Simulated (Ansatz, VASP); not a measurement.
# Two plane-wave programs on Br

```
Br
1.0
     2.13484    1.23255    1.74280
    -2.13484    1.23255    1.74280
     0.00000   -2.46510    1.74280
Br
1
Direct
  0.50000 0.50000 0.50000
```

Alike in both runs: functional PBEsol; k mesh 18 × 18 × 18; occupations gaussian, width 0.1 eV; no spin polarisation.

Ansatz relaxed the structure, and its values are those at the end. VASP's run is a single point on that final structure, the one shown.

|  | VASP | Ansatz |
| --- | --- | --- |
| version | VASP 6.6.1 | Ansatz 0.2.0 |
| potentials or method | VASP PAW PBE potentials, release 64 (Br), cutoff 520 eV | scalar-relativistic, plane waves, PAW |
| valence electrons in the cell | 7 | 7 |

|  | VASP | Ansatz | Ansatz less VASP |
| --- | --- | --- | --- |
| gap on the k mesh at the Fermi level (eV) | none | none | - |
| pressure (GPa) | 0.0 | 0.0 | -0.03 |

VASP's potentials were made for PBE, not for PBEsol. A gap of «none» marks a metal or a gap that the smearing closes.
